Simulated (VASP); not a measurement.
Runs of VASP 6.6.1 on Mn. The structure is that of space group P6_3/mmc (No. 194), or close to it. The cells are those of the table. This isn't the form of Mn at room conditions, which is a 58-atom cubic cell.

| cell | gap on the mesh (eV) | pressure (GPa) |
| --- | --- | --- |
| a = 2.450, b = 2.450, c = 3.959 Å, angles 90.0, 90.0, 120.0°, 2 atoms | none | 12.4 |
| a = 2.548, b = 2.548, c = 4.118 Å, angles 90.0, 90.0, 120.0°, 2 atoms | none | -18.1 |
| a = 2.380, b = 2.380, c = 3.846 Å, angles 90.0, 90.0, 120.0°, 2 atoms | none | (b) |
| a = 2.516, b = 2.516, c = 4.066 Å, angles 90.0, 90.0, 120.0°, 2 atoms | none | -10.1 |
| a = 2.484, b = 2.484, c = 4.013 Å, angles 90.0, 90.0, 120.0°, 2 atoms | none | (a) |
| a = 2.415, b = 2.415, c = 3.903 Å, angles 90.0, 90.0, 120.0°, 2 atoms | none | 28.0 |

Alike in all rows: task single point; level PBE; potentials or basis VASP PAW PBE potentials, release 64 (Mn_pv); no spin polarisation; k mesh 24 × 24 × 13; cutoff (eV) 520; smearing fermi-dirac 0.1 eV.

Estimate the missing entries.

(a) 0.0; (b) 47.3.

Caveats: the run has no spin polarisation, though such a crystal can be magnetic; the cell stands under pressure (at least some runs); the cell stands under tension (at least some runs).

A gap of «none» marks levels without a gap at the run's occupations.
